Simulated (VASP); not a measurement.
Write the native input for VASP 6.6.1 that does the following.

```yaml
Task: single point
Functional: r2SCAN
Potentials_or_basis: VASP PAW PBE potentials, release 64 (Ag)
Cutoff: 520 eV
k_mesh: 18 × 18 × 6
Occupations: gaussian, width 0.15 eV
Spin: no spin polarisation
Dipole_correction: no
Further_INCAR_settings: ALGO = Normal; EDIFF = 1e-07; NBANDS = 30
```

Crystal: Ag.

```
CELL_PARAMETERS angstrom
2.99237 0.00000 0.00000
-1.49618 2.59146 0.00000
0.00000 0.00000 9.32499
ATOMIC_POSITIONS crystal
Ag 0.33333 0.66667 0.25000
Ag 0.66667 0.33333 0.75000
Ag 0.00000 0.00000 0.00000
Ag 0.00000 0.00000 0.50000
```

This cell differs from its parent crystal: strain +0.030 along x and y, -0.015 along z.

One way to write it, as run:

POSCAR

```
Ag
1.0
    2.9923652739      0.0000000000      0.0000000000
   -1.4961826370      2.5914643446      0.0000000000
    0.0000000000      0.0000000000      9.3249896815
Ag
4
Direct
    0.3333333333      0.6666666667      0.2500000000
    0.6666666667      0.3333333333      0.7500000000
    0.0000000000      0.0000000000      0.0000000000
    0.0000000000      0.0000000000      0.5000000000
```

INCAR.step1

```
PREC     = Accurate       # precision mode
ENCUT    = 520            # plane-wave cutoff, eV
ISMEAR   = 0              # smearing method
SIGMA    = 0.15           # smearing width, eV
LREAL    = F              # projectors in reciprocal space
LASPH    = T              # aspherical terms in the spheres
NELM     = 60             # most SCF steps
NBANDS   = 30             # bands
GGA      = PE             # functional
ALGO     = Normal         # electronic algorithm
EDIFF    = 1E-4           # SCF threshold, eV
LWAVE    = T              # write WAVECAR
LCHARG   = F              # write CHGCAR
```

INCAR.step2

```
PREC     = Accurate       # precision mode
ENCUT    = 520            # plane-wave cutoff, eV
EDIFF    = 1E-7           # SCF threshold, eV
ISMEAR   = 0              # smearing method
SIGMA    = 0.15           # smearing width, eV
LREAL    = F              # projectors in reciprocal space
LASPH    = T              # aspherical terms in the spheres
NELM     = 60             # most SCF steps
ALGO     = Normal         # electronic algorithm
ISIF     = 2              # what is computed and relaxed
LWAVE    = F              # write WAVECAR
LCHARG   = F              # write CHGCAR
METAGGA  = R2SCAN         # meta-GGA
LMIXTAU  = T            
NBANDS   = 30             # bands
ISTART   = 1
```

KPOINTS

```
regular mesh
0
Gamma
  18 18 6
```

Potentials or basis: VASP PAW PBE potentials, release 64 (Ag).

Launch:

```sh
$ cat potpaw_PBE.64/Ag/POTCAR > POTCAR
$ cp INCAR.step1 INCAR
$ mpirun -np 1 vasp_std > vasp.out
$ cp INCAR.step2 INCAR
$ mpirun -np 1 vasp_std > vasp.out
```

It gave:

* Pressure: -3.7 GPa
* Band gap on the k mesh: zero (bands 22 and 23 overlap by 6.42 eV)

Caveat: the cell differs from its parent crystal (strain +0.030 along x and y, -0.015 along z); the cell stands under tension; the PAW data sets were made with another functional, which shifts forces and pressure a little.

Run time: 16 min on 1 thread of AMD EPYC 7R13 Processor (Zen 3) (shared host), peak memory 0.33 GiB.
